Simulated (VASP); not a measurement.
A run of VASP 6.6.1 is set up as follows.

The input INCAR:

```
SYSTEM = Mg
  ALGO = Normal
  DIPOL = 0.5 0.5 0.500
  EDIFF = 1E-6
  EDIFFG = -0.03
  ENCUT = 520
  GGA = PE
  IBRION = 2
  IDIPOL = 3
  ISIF = 2
  ISMEAR = 0
  IVDW = 12
  LASPH = .True.
  LCHARG = .False.
  LDIPOL = .True.
  LREAL = .False.
  LWAVE = .False.
  NELM = 80
  NSW = 90
  PREC = Accurate
  SIGMA = 0.1
```

File KPOINTS:

```
k-points
0
Gamma
  3 4 1
  0 0 0
```

POSCAR

```
Mg
1.0
    6.2975027423      0.0000000000      0.0000000000
    0.0000000000      5.0545862324      0.0000000000
    0.0000000000      0.0000000000     22.3627635811
Mg
12
Selective dynamics
Direct
    0.5000000000      0.7500000000      0.3577375386  F F F
    0.0000000000      0.7500000000      0.3577375386  F F F
    0.7500000000      0.2500000000      0.3983839561  F F F
    0.2500000000      0.2500000000      0.3983839561  F F F
    0.7500000000      0.7500000000      0.4796767912  F F F
    0.2500000000      0.7500000000      0.4796767912  F F F
    0.0000000000      0.2500000000      0.5203232088  T T T
    0.5000000000      0.2500000000      0.5203232088  T T T
    0.0000000000      0.7500000000      0.6016160439  T T T
    0.5000000000      0.7500000000      0.6016160439  T T T
    0.2500000000      0.2500000000      0.6422624614  T T T
    0.7500000000      0.2500000000      0.6422624614  T T T
```

Potentials or basis: VASP PAW PBE potentials, release 64 (Mg).

Run with:

```console
$ cat potpaw_PBE.64/Mg/POTCAR > POTCAR
$ mpirun -np 1 vasp_std > vasp.out
```

Q: Predict the dispersion energy per atom.

A: -0.217 eV.

Q: What does it give for the band gap on the k mesh?

A: Zero (band 12 reaches -0.94 eV, above the bottom of band 13 at -1.22 eV).

Q: Estimate the energy gained by relaxing.

A: 1.9 meV/atom.

Final structure:
```xyz
12
Lattice="6.2975 0.0000 0.0000 0.0000 5.0546 0.0000 0.0000 0.0000 22.3628" Properties=species:S:1:pos:R:3 pbc="T T T"
Mg    3.1488    3.7909    8.0000
Mg    0.0000    3.7909    8.0000
Mg    4.7231    1.2636    8.9090
Mg    1.5744    1.2636    8.9090
Mg    4.7231    3.7909   10.7269
Mg    1.5744    3.7909   10.7269
Mg    0.0000    1.2636   11.5867
Mg    3.1488    1.2636   11.5867
Mg    6.2975    3.7909   13.5239
Mg    3.1488    3.7909   13.5239
Mg    1.5744    1.2636   14.2898
Mg    4.7231    1.2636   14.2898
```
